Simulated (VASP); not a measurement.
Write the native input for VASP 6.6.1 that does the following.

```yaml
Task: single point
Functional: PBE
Potentials_or_basis: VASP PAW PBE potentials, release 64 (Mo_sv, S)
Cutoff: 520 eV
k_mesh: 12 × 12 × 2
Occupations: fermi-dirac, width 0.02 eV
Spin: no spin polarisation
Dipole_correction: no
Further_INCAR_settings: ALGO = Normal; EDIFF = 1e-07; NBANDS = 35
```

The structure of MoS2 lies in POSCAR:

```
MoS2
1.0
    3.0778293314      0.0000000000      0.0000000000
   -1.5389146657      2.6654783895      0.0000000000
    0.0000000000      0.0000000000     12.0628190804
Mo S
2 4
Direct
    0.3333333333      0.6666666667      0.2500000000
    0.6666666667      0.3333333333      0.7500000000
    0.6666666667      0.3333333333      0.3810864758
    0.6666666667      0.3333333333      0.1189135242
    0.3333333333      0.6666666667      0.8810864758
    0.3333333333      0.6666666667      0.6189135242
```

This cell differs from its parent crystal: strain -3.0%.

These files were run (other wordings do the same):

INCAR

```
  PREC = Accurate
  ENCUT = 520
  EDIFF = 1E-7
  ISMEAR = -1
  SIGMA = 0.02
  LREAL = False
  LASPH = True
  NELM = 60
  ALGO = Normal
  ISIF = 2
  LWAVE = False
  LCHARG = True
  GGA = PE
  LELF = True
  LVHAR = True
  NBANDS = 35
```

KPOINTS

```
Automatic mesh
0
Gamma
  12 12 2
```

Potentials or basis: VASP PAW PBE potentials, release 64 (Mo_sv, S).

Launch:

```bash
$ cat potpaw_PBE.64/Mo_sv/POTCAR potpaw_PBE.64/S/POTCAR > POTCAR
$ mpirun -np 1 vasp_std > vasp.out
```

Results of the run:

```json
{
  "Pressure": "10.3 GPa",
  "Largest force": "0.144 eV/Å",
  "Band gap on the k mesh": "0.81 eV, indirect (least direct gap 1.96 eV)"
}
```

Caveat: the cell differs from its parent crystal (strain -3.0%); this functional lacks dispersion, which binds the layers, so the pressure and a relaxed spacing across them are unreliable.

Run time: 65 s on 1 thread of Intel(R) Xeon(R) 6975P-C (Granite Rapids) (shared host), peak memory 0.26 GiB.
